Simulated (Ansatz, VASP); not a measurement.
Given: the input of a run of Ansatz 0.2.0 on Ta3N.

input.yaml

```yaml
crystal:
  lattice:
    - [3.0523055267, 0.0, 0.0]
    - [-1.5261527634, 2.6433741262, 0.0]
    - [0.0, 0.0, 7.573967174]
  atoms:
    - { symbol: Ta, position: [0.6666666667, 0.3333333333, 0.82607] }
    - { symbol: Ta, position: [0.3333333333, 0.6666666667, 0.17393] }
    - { symbol: Ta, position: [0.0, 0.0, 0.5] }
    - { symbol: "N", position: [0.0, 0.0, 0.0] }
hamiltonian:
  xc: pbe
  pseudopotentials: { kind: paw }
kpoints:
  mp_grid: { grid: [10, 10, 4] }
scf:
  occupations: { method: fermi_dirac, width: 0.05 }
output:
  forces: true
  stress: true
  eigenvalues: true
```

Potentials or basis: Ansatz PAW.

Run with:

```console
$ ansatz run input.yaml --threads 2 --pin off --max-ram 5632MiB --backend cpu --events-out ev --progress --plain --runs-dir out
```

Q: Translate it to VASP 6.6.1. Potentials there: VASP PAW PBE potentials, release 64 (Ta_pv, N).

A: As run (the cutoff follows the program's own potentials):

Contents of INCAR:

```
SYSTEM = Ta3N
PREC = Accurate
ENCUT = 520
EDIFF = 1E-6
ISMEAR = -1
SIGMA = 0.05
LREAL = .FALSE.
LASPH = .TRUE.
NELM = 60
ALGO = Normal
ISIF = 2
LWAVE = .FALSE.
LCHARG = .FALSE.
GGA = PE
NBANDS = 27
```

Contents of KPOINTS:

```
regular mesh
0
G
  10 10 4
  0 0 0
```

Contents of POSCAR:

```
Ta3N
1.0
    3.0523055267      0.0000000000      0.0000000000
   -1.5261527634      2.6433741262      0.0000000000
    0.0000000000      0.0000000000      7.5739671740
Ta N
3 1
Direct
    0.6666666667      0.3333333333      0.8260700000
    0.3333333333      0.6666666667      0.1739300000
    0.0000000000      0.0000000000      0.5000000000
    0.0000000000      0.0000000000      0.0000000000
```

Potentials or basis: VASP PAW PBE potentials, release 64 (Ta_pv, N).

Command:

```sh
$ cat potpaw_PBE.64/Ta_pv/POTCAR potpaw_PBE.64/N/POTCAR > POTCAR
$ mpirun -np 1 vasp_std > vasp.out
```

Both were run:

|  | VASP | Ansatz | Ansatz less VASP |
| --- | --- | --- | --- |
| gap on the k mesh at the Fermi level (eV) | none | none | - |
| pressure (GPa) | -5.1 | -5.4 | -0.25 |
| traceless stress, the component that is largest in VASP (GPa) | 0.52 | 0.51 | -0.011 |
| rms of the force components (eV/Å) | 0.082 | 0.101 | +0.0184 |

Atom by atom the forces differ by 0.018 eV/Å (rms over components). A gap of «none» marks a metal or a gap that the smearing closes. VASP's potentials hold 38 valence electrons a cell and Ansatz's 44, so a difference there can come from the potentials and not from the codes.

Spin-orbit coupling is off throughout.
